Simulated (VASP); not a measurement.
**BN (Qingsongite): single point with PBEsol**

The system is BN (Qingsongite).

```
B N
1.0
     0.02173    1.82804    1.79967
     1.85026    0.02504    1.79636
     1.84290    1.81738    0.03239
B N
1 1
Cartesian
  3.5651 1.8685 1.8328
  0.9628 0.8743 0.9547
```

```yaml
Program: VASP 6.6.1
Task: single point
Functional: PBEsol
Potentials_or_basis: VASP PAW PBE potentials, release 64 (B, N)
Cutoff: 520 eV
k_mesh: 6 × 6 × 6
Occupations: gaussian, width 0.01 eV
Spin: no spin polarisation
```

* Pressure: 9.7 GPa
* Largest force: 5.215 eV/Å
* Band gap on the k mesh: 2.62 eV, indirect (least direct gap 6.63 eV)

Forces in eV/Å, atoms in the order of the input:
```
B    4.003 -2.549  2.162
N   -4.003  2.549 -2.162
```

Stress tensor (GPa, compression positive):
```
 -0.32 -11.85   2.46
-11.85   9.90 -16.26
  2.46 -16.26  19.48
```

Levels at points of the mesh, in eV from the valence-band top:
```csv
k point,band 1,band 2,band 3,band 4,band 5,band 6,band 7,band 8,band 9
"(0.00, 0.00, 0.00)",-21.31,-2.97,-0.72,0.00,6.63,7.13,9.08,10.27,23.11
"(0.50, 0.00, 0.00)",-17.07,-11.55,-4.23,-2.16,6.37,9.09,12.26,13.32,22.22
"(0.00, 0.50, 0.00)",-17.18,-12.16,-3.50,-2.10,8.61,9.09,11.49,14.50,20.20
"(0.50, 0.50, 0.00)",-15.68,-9.96,-6.00,-5.93,2.62,6.99,16.59,18.30,19.80
"(0.00, 0.00, 0.50)",-17.02,-11.86,-4.32,-1.62,7.21,8.06,12.59,14.10,20.92
"(0.50, 0.00, 0.50)",-15.84,-10.20,-6.07,-5.48,2.83,7.48,16.65,17.92,19.64
"(0.00, 0.50, 0.50)",-15.90,-10.22,-6.37,-5.45,3.51,8.24,15.70,18.15,18.76
"(0.50, 0.50, 0.50)",-17.29,-11.66,-4.23,-1.71,6.64,9.73,12.27,13.40,22.12
```

Wall time 14 s on 1 thread of Intel(R) Xeon(R) Platinum 8259CL CPU @ 2.50GHz (Skylake/Cascade Lake), on a shared host, peak memory 0.12 GiB.

Caveat: the k points lie up to 0.51 Å⁻¹ apart; the PAW data sets were made with another functional, which shifts forces and pressure a little. A k mesh can miss the band edges.
